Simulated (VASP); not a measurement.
A run of VASP 6.6.1 is set up as follows.

Contents of INCAR:

```
SYSTEM = MgO
PREC = Accurate
ENCUT = 520
EDIFF = 1E-6
ISMEAR = 0
SIGMA = 0.02
LREAL = .False.
LASPH = .True.
NELM = 60
ALGO = Normal
ISIF = 2
LWAVE = .False.
LCHARG = .False.
GGA = PS
NBANDS = 16
```

Contents of KPOINTS:

```
regular mesh
0
Gamma
  9 9 6
  0 0 0
```

The input POSCAR:

```
MgO
1.0
    3.4812180235      0.0032771952      0.0348637786
   -1.7377708775      2.9957633332     -0.0307167732
    0.0417804122     -0.0183833814      4.1388094129
Mg O
2 2
Direct
    0.6708913605      0.3333498902      0.7460818960
    0.3277005621      0.6664613238      0.2561942903
    0.6587542368      0.3271000802      0.2528865201
    0.3426538406      0.6730887058      0.7448372936
```

Potentials or basis: VASP PAW PBE potentials, release 64 (Mg, O).

Run with:

```sh
$ cat potpaw_PBE.64/Mg/POTCAR potpaw_PBE.64/O/POTCAR > POTCAR
$ mpirun -np 1 vasp_std > vasp.out
```

(1) What does it give for the largest force?

(2) What does it give for the pressure?

(3) Predict the band gap on the k mesh.

Results:

(1) 0.550 eV/Å.

(2) 3.6 GPa.

(3) 3.39 eV.

Caveat: the cell differs from its parent crystal (atoms moved at random and the cell strained at random); the cell stands under pressure; the PAW data sets were made with another functional, which shifts forces and pressure a little.
